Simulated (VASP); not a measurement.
# Rh (P6_3/mmc) in VASP: notebook

Runs on Rh. Level: PBEsol. Tasks: single point.

Program: VASP 6.6.1. These are calculated values, not measurements. Logs are shortened: lines on timing, memory, paths and dates and some standing lists are left out, and cuts for length are marked.

## 1. The cell of the first run

The structure is hexagonal, space group P6_3/mmc (No. 194). The conventional cell has a = 2.622 Å, b = 2.622 Å, c = 8.837 Å, α = 90.00°, β = 90.00°, γ = 120.00°. Within 3.5 Å of Rh (site symmetry -3m) lie 12 Rh at 2.62 to 2.68 Å. Rh (site symmetry -6m2) has 12 Rh at 2.62 to 2.68 Å within 3.5 Å.

This isn't the form of Rh at room conditions, which is fcc.

## 2. Single point, PBEsol (biaxial strain in the a-b plane: -2.0 %, then relaxed in part)

INCAR

```
SYSTEM = Rh
ALGO = Fast
EDIFF = 1E-6
ENCUT = 520
GGA = PS
ISIF = 2
ISMEAR = 0
LASPH = .True.
LCHARG = .True.
LELF = .True.
LREAL = .False.
LVHAR = .True.
LWAVE = .False.
NBANDS = 38
NELM = 80
PREC = Accurate
SIGMA = 0.1
```

KPOINTS

```
k-points
0
Gamma
  24 24 6
  0 0 0
```

POSCAR

```
Rh
1.0
    2.6219226092      0.0000000000      0.0000000000
   -1.3109613046      2.2706515863      0.0000000000
    0.0000000000      0.0000000000      8.8368206940
Rh
4
Direct
    0.0000000000      0.0000000000      0.0000000000
    0.3333333333      0.6666666667      0.2500000000
    0.0000000000      0.0000000000      0.5000000000
    0.6666666667      0.3333333333      0.7500000000
```

Potentials or basis: VASP PAW PBE potentials, release 64 (Rh_pv).

On the command line:

```bash
cat potpaw_PBE.64/Rh_pv/POTCAR > POTCAR
mpirun -np 1 vasp_std > vasp.out
```

OUTCAR:

```text
SYSTEM = Rh
   EDIFF = 1E-6
   ENCUT = 520
   GGA = PS
   ISIF = 2
   ISMEAR = 0
   LASPH = .True.
   LREAL = .False.
   NELM = 80
   PREC = Accurate

 ion  position               nearest neighbor table
   1  0.000  0.000  0.000-   2 2.68   4 2.68   2 2.68   4 2.68   4 2.68   2 2.68
   2  0.333  0.667  0.250-   1 2.68   3 2.68   1 2.68   3 2.68   1 2.68   3 2.68
   3  0.000  0.000  0.500-   2 2.68   4 2.68   2 2.68   4 2.68   4 2.68   2 2.68
   4  0.667  0.333  0.750-   1 2.68   3 2.68   1 2.68   3 2.68   1 2.68   3 2.68

  LATTYP: Found a hexagonal cell.
 ALAT       =     2.6219226092
 C/A-ratio  =     3.3703590880

  Lattice vectors:

 A1 = (   2.6219226092,   0.0000000000,   0.0000000000)
 A2 = (  -1.3109613046,   2.2706515863,   0.0000000000)
 A3 = (   0.0000000000,   0.0000000000,   8.8368206940)

Analysis of symmetry for initial positions (statically):
=====================================================================
 Subroutine PRICEL returns:
 Original cell was already a primitive cell.

 Routine SETGRP: Setting up the symmetry group for a
 hexagonal supercell.

 Subroutine GETGRP returns: Found 24 space group operations
 (whereof 12 operations were pure point group operations)
 out of a pool of 24 trial point group operations.

The static configuration has the point symmetry D_3d.
 The point group associated with its full space group is D_6h.

Analysis of symmetry for dynamics (positions and initial velocities):
=====================================================================
 Subroutine PRICEL returns:
 Original cell was already a primitive cell.

 Routine SETGRP: Setting up the symmetry group for a
 hexagonal supercell.

 Subroutine GETGRP returns: Found 24 space group operations
 (whereof 12 operations were pure point group operations)
 out of a pool of 24 trial point group operations.

The dynamic configuration has the point symmetry D_3d.
 The point group associated with its full space group is D_6h.

 Subroutine INISYM returns: Found 24 space group operations
 (whereof 12 operations are pure point group operations),
 and found     1 'primitive' translations

----------------------------------------------------------------------------------------

                                     Primitive cell

  volume of cell :      52.6098

  direct lattice vectors                    reciprocal lattice vectors
     2.621922609  0.000000000  0.000000000     0.381399511  0.220201110  0.000000000
    -1.310961305  2.270651586  0.000000000     0.000000000  0.440402220  0.000000000
     0.000000000  0.000000000  8.836820694     0.000000000  0.000000000  0.113162871

  length of vectors
     2.621922609  2.621922609  8.836820694     0.440402220  0.440402220  0.113162871

  position of ions in fractional coordinates (direct lattice)
     0.000000000  0.000000000  0.000000000
     0.333333333  0.666666667  0.250000000
     0.000000000  0.000000000  0.500000000
     0.666666667  0.333333333  0.750000000

  ion indices of the primitive-cell ions
   primitive index   ion index
                 1           1
                 2           2
                 3           3
                 4           4

----------------------------------------------------------------------------------------

 KPOINTS: k-points

Automatic generation of k-mesh.
 Grid dimensions read from file:
 generate k-points for:   24   24    6

 Generating k-lattice:

  Cartesian coordinates                     Fractional coordinates (reciprocal lattice)
     0.015891646  0.009175046  0.000000000     0.041666667 -0.000000000  0.000000000
     0.000000000  0.018350093  0.000000000     0.000000000  0.041666667  0.000000000
     0.000000000  0.000000000  0.018860478     0.000000000  0.000000000  0.166666667

  Length of vectors
     0.018350093  0.018350093  0.018860478

  Shift w.r.t. Gamma in fractional coordinates (k-lattice)
     0.000000000  0.000000000  0.000000000

 Subroutine IBZKPT returns following result:
 ===========================================

 Found    244 irreducible k-points:

 Following reciprocal coordinates:
            Coordinates               Weight
  0.000000  0.000000  0.000000      1.000000
  0.041667  0.000000  0.000000      6.000000
  0.083333  0.000000  0.000000      6.000000
  0.125000  0.000000  0.000000      6.000000
  0.166667  0.000000  0.000000      6.000000
  0.208333  0.000000  0.000000      6.000000
[... 16 lines left out ...]
  0.416667  0.041667  0.000000     12.000000
  0.458333  0.041667  0.000000     12.000000
 [... further k-points ...]
   k-points           NKPTS =    244   k-points in BZ     NKDIM =    244   number of bands    NBANDS=     38
   number of dos      NEDOS =    301   number of ions     NIONS =      4
   total plane-waves  NPLWV =  28000
   dimension x,y,z NGX =    20 NGY =   20 NGZ =   70
   dimension x,y,z NGXF=    40 NGYF=   40 NGZF=  140
   ions per type =               4
   NGX,Y,Z   is equivalent  to a cutoff of  12.68, 12.68, 13.17 a.u.
   NGXF,Y,Z  is equivalent  to a cutoff of  25.36, 25.36, 26.34 a.u.
 SYSTEM =  Rh
   PREC   = accura    normal or accurate (medium, high low for compatibility)
   ISTART =      0    job   : 0-new  1-cont  2-samecut
   ICHARG =      2    charge: 1-file 2-atom 10-const
   ISPIN  =      1    spin polarized calculation?
   LNONCOLLINEAR =      F non collinear calculations
   LSORBIT =      F    spin-orbit coupling
   LASPH  =      T    aspherical Exc in radial PAW
   ENCUT  =  520.0 eV  38.22 Ry    6.18 a.u.   4.88  4.88 16.43*2*pi/ulx,y,z
   NELM   =     80;   NELMIN=  2; NELMDL= -5     # of ELM steps
   EDIFF  = 0.1E-05   stopping-criterion for ELM
   LREAL  =      F    real-space projection
   EDIFFG = 0.1E-04   stopping-criterion for IOM
   NSW    =      0    number of steps for IOM
   IBRION =     -1    ionic relax: 0-MD 1-quasi-New 2-CG
   NFREE  =      0    steps in history (QN), initial steepest desc. (CG)
   ISIF   =      2    stress and relaxation
   ISYM   =      2    0-nonsym 1-usesym 2-fastsym
   POTIM  = 0.5000    time-step for ionic-motion
   TEBEG  =    0.0;   TEEND  =   0.0 temperature during run
   PSTRESS=    0.0 pullay stress
   NELECT =      60.0000    total number of electrons
   NUPDOWN=      -1.0000    fix difference up-down
   EMIN   =  10.00;   EMAX   =-10.00  energy-range for DOS
   EFERMI =   0.00;   METHOD = LEGACY
   ISMEAR =     0;   SIGMA  =   0.10  broadening in eV -4-tet -1-fermi 0-gaus
   EFERMI_NEDOS =   21; number of points for ismear=-14 and -15
   IALGO  =     68    algorithm
   IMIX   =      4    mixing-type and parameters
     AMIX     =   0.40;   BMIX     =  1.00
     AMIX_MAG =   1.60;   BMIX_MAG =  1.00
  volume/ion in A,a.u.               =      13.15        88.76
  Fermi-wavevector in a.u.,A,eV,Ry     =   1.710421  3.232228 39.804405  2.925541
  Thomas-Fermi vector in A             =   2.788723
   LORBIT       =      0    0 simple, 1 ext, 2 COOP (PROOUT), +10 PAW based schemes
   GGA     = PS    functional components
   LHFCALC =     F    Hartree Fock is set to
   AEXX    =    0.0000 exact exchange contribution
   IVDW    =     0    specifies the selected vdW correction
   LEPSILON=     F    determine dielectric tensor
   LRPA    =     F    only Hartree local field effects (RPA)
 non-spin polarized calculation
 RMM-DIIS sequential band-by-band and
 Gauss-broadening in eV      SIGMA  =   0.10
  energy-cutoff  :      520.00
  volume of cell :       52.61
 maximum number of plane-waves:      1448
 NGX is ok and might be reduce to    20
   NGX =  9   NGY =  9   NGZ = 33

 number of electron      60.0000000 magnetization

 Free energy of the ion-electron system (eV)
  ---------------------------------------------------
  ext. energy  EPLUGINS =         0.00000000
  ---------------------------------------------------
  free energy    TOTEN  =       -32.39726837 eV

  energy without entropy =      -32.37233150  energy(sigma->0) =      -32.38479993

 E-fermi :  12.6084     XC(G=0): -14.5040

 val. band max:       12.6064556041   @ k =   0.0000   0.0000   0.1667
 cond. band min:      12.6118584653   @ k =   0.1667   0.1250   0.3333
 fundamental gap:      0.0054028612
 Fermi energy:        12.6084379862

 k-point     1 :       0.0000    0.0000    0.0000
  band No.  band energies     occupation
      1     -34.6159      2.00000
      2     -34.2338      2.00000
      3     -34.2208      2.00000
      4     -33.9062      2.00000
      5     -33.9062      2.00000
      6     -33.8657      2.00000
[... 30 lines left out ...]
     37      21.1316      0.00000
     38      26.9275      0.00000

 k-point     2 :       0.0417    0.0000    0.0000
  band No.  band energies     occupation
      1     -34.6112      2.00000
      2     -34.2342      2.00000
      3     -34.2214      2.00000
      4     -33.9188      2.00000
      5     -33.9100      2.00000
      6     -33.8761      2.00000
[... 30 lines left out ...]
     37      21.1201      0.00000
     38      27.0037      0.00000

 k-point     3 :       0.0833    0.0000    0.0000
  band No.  band energies     occupation
      1     -34.5973      2.00000
      2     -34.2360      2.00000
      3     -34.2240      2.00000
      4     -33.9552      2.00000
      5     -33.9210      2.00000
      6     -33.9060      2.00000
[... 30 lines left out ...]
     37      21.0874      0.00000
     38      27.2143      0.00000

 k-point     4 :       0.1250    0.0000    0.0000
  band No.  band energies     occupation
      1     -34.5747      2.00000
      2     -34.2420      2.00000
      3     -34.2322      2.00000
      4     -34.0121      2.00000
      5     -33.9523      2.00000
      6     -33.9383      2.00000
[... 30 lines left out ...]
     37      21.0390      0.00000
     38      27.5130      0.00000
[... 703 lines left out ...]
      4     -34.4732      2.00000
      5     -34.2816      2.00000
      6     -34.0998      2.00000
[... 30 lines left out ...]
     37      21.8956      0.00000
     38      22.6620      0.00000

 k-point    23 :       0.4167    0.0417    0.0000
  band No.  band energies     occupation
      1     -34.6587      2.00000
      2     -34.6256      2.00000
      3     -34.5595      2.00000
      4     -34.5170      2.00000
      5     -34.2374      2.00000
      6     -34.1130      2.00000
[... 30 lines left out ...]
     37      22.2373      0.00000
     38      22.4807      0.00000

 k-point    24 :       0.4583    0.0417    0.0000
  band No.  band energies     occupation
      1     -34.6816      2.00000
      2     -34.6468      2.00000
      3     -34.5821      2.00000
      4     -34.5396      2.00000
      5     -34.2036      2.00000
      6     -34.1287      2.00000
[... 30 lines left out ...]
     37      22.2020      0.00000
     38      22.2988      0.00000

 [... further k-points ...]

------------------------ aborting loop because EDIFF is reached ----------------------------------------

  FORCE on cell =-STRESS in cart. coord.  units (eV):
  Direction    XX          YY          ZZ          XY          YZ          ZX
  --------------------------------------------------------------------------------------
  -------------------------------------------------------------------------------------
  Total        4.5351338      4.5351338     -0.0042441     -0.0000000      0.0000000      0.0000000
  in kB      138.1129091    138.1129091     -0.1292492     -0.0000000      0.0000000      0.0000000
  external PRESSURE =      92.0321897 kB  Pullay stress =       0.0000000 kB

 VOLUME and BASIS-vectors are now :
 -----------------------------------------------------------------------------
  energy-cutoff  :      520.00
  volume of cell :       52.61
      direct lattice vectors                 reciprocal lattice vectors
     2.621922609  0.000000000  0.000000000     0.381399511  0.220201110  0.000000000
    -1.310961305  2.270651586  0.000000000     0.000000000  0.440402220  0.000000000
     0.000000000  0.000000000  8.836820694     0.000000000  0.000000000  0.113162871

 POSITION                                       TOTAL-FORCE (eV/Angst)
 -----------------------------------------------------------------------------------
      0.00000      0.00000      0.00000         0.000000      0.000000      0.000000
     -0.00000      1.51377      2.20921         0.000000     -0.000000     -0.000000
      0.00000      0.00000      4.41841        -0.000000      0.000000      0.000000
      1.31096      0.75688      6.62762        -0.000000      0.000000     -0.000000
 -----------------------------------------------------------------------------------
    total drift:                                0.000000     -0.000000      0.000000

  FREE ENERGIE OF THE ION-ELECTRON SYSTEM (eV)
  ---------------------------------------------------
  free  energy   TOTEN  =       -32.3972683682 eV

  energy  without entropy=      -32.3723314953  energy(sigma->0) =      -32.38479993
```

It took 15 min on 1 thread of Intel Xeon 8259CL, shared host; peak memory 0.43 GiB.

Results:

```yaml
Free_energy: -32.3973 eV
Pressure: 9.2 GPa
Band_gap_on_the_k_mesh: zero (bands 30 and 31 overlap by 2.19 eV)
```

Caveat: the cell differs from its parent crystal (biaxial strain in the a-b plane: -2.0 %, then relaxed in part); the stress differs along the axes, from -0 to 14 GPa; the PAW data sets were made with another functional, which shifts forces and pressure a little.

## 3. Single point, PBEsol (biaxial strain in the a-b plane: -2.0 %)

INCAR

```
PREC = Accurate
ENCUT = 520
EDIFF = 1E-7
ISMEAR = 0
SIGMA = 0.1
LREAL = F
LASPH = T
NELM = 60
ALGO = Fast
ISIF = 2
LWAVE = F
LCHARG = F
GGA = PS
NBANDS = 38
```

KPOINTS

```
regular mesh
0
Gamma
  24 24 6
```

Changes to POSCAR since step 2:

```diff
@@ -4,3 +4,3 @@
    -1.3109613046      2.2706515863      0.0000000000
-    0.0000000000      0.0000000000      8.8368206940
+    0.0000000000      0.0000000000      8.8318644449
 Rh
```

Potentials or basis: VASP PAW PBE potentials, release 64 (Rh_pv).

On the command line:

```bash
cat potpaw_PBE.64/Rh_pv/POTCAR > POTCAR
mpirun -np 1 vasp_std > vasp.out
```

It took 14 min on 1 thread of Intel Xeon 8259CL, shared host; peak memory 0.43 GiB.

Results (log left out):

```yaml
Free_energy: -32.3972 eV
Pressure: 9.3 GPa
Band_gap_on_the_k_mesh: zero (bands 30 and 31 overlap by 2.19 eV)
```

Stress tensor (GPa, compression positive):
```
13.84  0.00  0.00
 0.00 13.84  0.00
 0.00  0.00  0.23
```

Levels at points of the mesh, in eV from the Fermi level:
```
           k point  band 28  band 29  band 30  band 31  band 32  band 33
(0.00, 0.00, 0.00)    -1.41    -1.41    -0.78    -0.78    -0.35    -0.35
(0.50, 0.00, 0.00)     0.77     0.87     0.92     0.95     1.02     1.24
(0.00, 0.00, 0.50)    -1.51    -1.12    -1.12    -1.12    -1.12     0.10
(0.50, 0.00, 0.50)    -0.12     0.80     0.80     0.99     0.99     3.01
```

Caveat: the cell differs from its parent crystal (biaxial strain in the a-b plane: -2.0 %); the stress differs along the axes, from 0 to 14 GPa; the PAW data sets were made with another functional, which shifts forces and pressure a little.

## 4. Single point, PBEsol (biaxial strain in the a-b plane: -1.0 %)

INCAR

```
SYSTEM = Rh
PREC = Accurate ; ENCUT = 520
EDIFF = 1E-7 ; ISMEAR = 0
SIGMA = 0.1 ; LREAL = .False.
LASPH = .True. ; NELM = 80
ALGO = Fast ; ISIF = 2
LWAVE = .False. ; LCHARG = .False.
GGA = PS ; NBANDS = 38
```

KPOINTS

```
Automatic mesh
0
Gamma
  24 24 6
  0 0 0
```

POSCAR

```
Rh
1.0
    2.6486769216      0.0000000000      0.0000000000
   -1.3243384608      2.2938215005      0.0000000000
    0.0000000000      0.0000000000      8.7795016123
Rh
4
Direct
    0.0000000000      0.0000000000      0.0000000000
    0.3333333333      0.6666666667      0.2500000000
    0.0000000000      0.0000000000      0.5000000000
    0.6666666667      0.3333333333      0.7500000000
```

On the command line:

```bash
cat potpaw_PBE.64/Rh_pv/POTCAR > POTCAR
mpirun -np 1 vasp_std > vasp.out
```

Wall time 15 min (1 thread of Intel Xeon 8259CL, shared host); peak memory 0.43 GiB.

Results (log left out):

```
Free energy            : -32.4651 eV
Pressure               : 4.3 GPa
Band gap on the k mesh : zero (bands 30 and 31 overlap by 2.13 eV)
```

Stress tensor (GPa, compression positive):
```
6.44 0.00 0.00
0.00 6.44 0.00
0.00 0.00 0.04
```

Levels at points of the mesh, in eV from the Fermi level:
```csv
k point,band 28,band 29,band 30,band 31,band 32,band 33
"(0.00, 0.00, 0.00)",-1.45,-1.45,-0.84,-0.84,-0.36,-0.36
"(0.50, 0.00, 0.00)",0.67,0.77,0.89,0.91,0.93,1.19
"(0.00, 0.00, 0.50)",-1.37,-1.15,-1.15,-1.15,-1.15,0.09
"(0.50, 0.00, 0.50)",-0.12,0.70,0.70,0.91,0.91,2.94
```

Caveat: the cell differs from its parent crystal (biaxial strain in the a-b plane: -1.0 %); the stress differs along the axes, from 0 to 6 GPa; the PAW data sets were made with another functional, which shifts forces and pressure a little.

## 5. Summary

| cell | further INCAR settings | gap on the mesh (eV) | pressure (GPa) |
| --- | --- | --- | --- |
| a = 2.622, b = 2.622, c = 8.837 Å, angles 90.0, 90.0, 120.0°, 4 atoms | ALGO = Fast; EDIFF = 1e-06; NBANDS = 38 | none | 9.2 |
| a = 2.622, b = 2.622, c = 8.832 Å, angles 90.0, 90.0, 120.0°, 4 atoms | ALGO = Fast; EDIFF = 1e-07; NBANDS = 38 | none | 9.3 |
| a = 2.649, b = 2.649, c = 8.780 Å, angles 90.0, 90.0, 120.0°, 4 atoms | ALGO = Fast; EDIFF = 1e-07; NBANDS = 38 | none | 4.3 |

Alike in all rows: task single point; level PBEsol; potentials or basis VASP PAW PBE potentials, release 64 (Rh_pv); no spin polarisation; k mesh 24 × 24 × 6; cutoff (eV) 520; smearing gaussian 0.1 eV.

Caveats: the PAW data sets were made with another functional, which shifts forces and pressure a little; the stress differs along the axes, from -0 to 14 GPa (at least some runs); the stress differs along the axes, from 0 to 14 GPa (at least some runs); the stress differs along the axes, from 0 to 6 GPa (at least some runs).

Total energies depend on the potentials used, so only differences within one code and one set of settings carry meaning.
